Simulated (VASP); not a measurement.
**TiC: single point with PBEsol**

Crystal: TiC.

```
CELL_PARAMETERS angstrom
0.00000 2.49816 1.62380
2.49816 0.00000 1.62380
2.49816 2.49816 0.00000
ATOMIC_POSITIONS crystal
Ti 0.00000 0.00000 0.00000
C 0.50000 0.50000 0.50000
```

This cell differs from its parent crystal: ratio of the length along z to the lengths across it x 0.65, volume and fractional coordinates fixed.

```yaml
Program: VASP 6.6.1
Task: single point
Functional: PBEsol
Potentials_or_basis: VASP PAW PBE potentials, release 64 (Ti_sv, C)
Cutoff: 520 eV
k_mesh: 20 × 20 × 20
Occupations: methfessel-paxton, width 0.1 eV
Spin: no spin polarisation
Dipole_correction: no
Further_INCAR_settings: ALGO = Normal; EDIFF = 1e-06; NBANDS = 15
```

```json
{
 "Pressure": "71.7 GPa",
 "Band gap on the k mesh": "zero (bands 8 and 9 overlap by 2.20 eV)"
}
```

Stress tensor (GPa, compression positive):
```
-25.17   0.00   0.00
  0.00 -25.17   0.00
  0.00   0.00 265.54
```

Levels at points of the mesh, in eV from the Fermi level:
```tsv
k point	band 5	band 6	band 7	band 8	band 9	band 10	band 11	band 12
(0.00, 0.00, 0.00)	-12.88	-1.34	-0.07	0.04	0.04	0.23	0.23	2.65
(0.50, 0.00, 0.00)	-7.73	-6.57	-5.05	-4.99	1.95	3.26	5.77	6.68
(0.50, 0.50, 0.00)	-11.08	-2.53	-2.51	-2.51	1.87	2.67	2.67	3.45
(0.50, 0.00, 0.50)	-11.43	-5.00	-0.99	0.02	0.47	2.41	3.00	3.57
```

Run time: 4.1 min on 1 thread of Intel Xeon 8259CL, with other jobs on the host, peak memory 0.32 GiB.

Caveat: the stress differs along the axes, from -25 to 266 GPa; the PAW data sets were made with another functional, which shifts forces and pressure a little.
